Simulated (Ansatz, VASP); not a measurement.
## Two plane-wave programs on Nb

INCAR

```
  ALGO = Normal
  EDIFF = 1E-7
  ENCUT = 520
  GGA = PE
  ISIF = 2
  ISMEAR = 0
  ISPIN = 2
  LASPH = T
  LCHARG = T
  LELF = T
  LMAXMIX = 4
  LORBIT = 11
  LREAL = F
  LVHAR = T
  LWAVE = F
  MAGMOM = 1
  NBANDS = 16
  NELM = 150
  PREC = Accurate
  SIGMA = 0.1
```

File KPOINTS:

```
k-points
0
Gamma
  2 2 2
```

Contents of POSCAR:

```
Nb
1.0
   -1.6588161896      1.6588161896      1.6588161896
    1.6588161896     -1.6588161896      1.6588161896
    1.6588161896      1.6588161896     -1.6588161896
Nb
1
Direct
    0.0000000000      0.0000000000      0.0000000000
```

Input for Ansatz:

```yaml
crystal:
  lattice:
    - [-1.6588161896, 1.6588161896, 1.6588161896]
    - [1.6588161896, -1.6588161896, 1.6588161896]
    - [1.6588161896, 1.6588161896, -1.6588161896]
  atoms:
    - { symbol: Nb, position: [0.0, 0.0, 0.0], spin: 1.0 }
basis:
  ecutwfc: 420
kpoints:
  mp_grid: { grid: [2, 2, 2] }
hamiltonian:
  xc: pbe
  dispersion: none
scf:
  occupations: { method: gaussian }
  lower_state_search: "off"
  mixing: { ndim: 3 }
  initial_density: { chi_scale: 0, normalization: atom }
  max_iter: 100
output:
  forces: true
  stress: true
  eigenvalues: true
  populations: true
magnetization:
  spin_polarized: true
```

Alike in both runs: task single point; functional PBE; k mesh 2 × 2 × 2; collinear spin.

```csv
,VASP,Ansatz
version,VASP 6.6.1,Ansatz 0.2.0
potentials or method,"VASP PAW PBE potentials, release 64 (Nb_sv), cutoff 520 eV","scalar-relativistic, plane waves, PAW"
occupations,"gaussian, width 0.1 eV",gaussian
valence electrons in the cell,13,13
```

|  | VASP | Ansatz | Ansatz less VASP |
| --- | --- | --- | --- |
| gap on the k mesh at the Fermi level (eV) | none | none | - |
| pressure (GPa) | -22.3 | -22.0 | +0.26 |
| net moment per atom (μB) | 0.50 | 0.50 | 0.000 |
| size of the moment on the site where the two differ most (μB) | 0.08 | 0.14 | +0.062 |

Site moments also hang on the region over which each program counts them. A gap of «none» marks a metal or a gap that the smearing closes.

The k mesh is coarse, so the values compare programs but aren't converged.
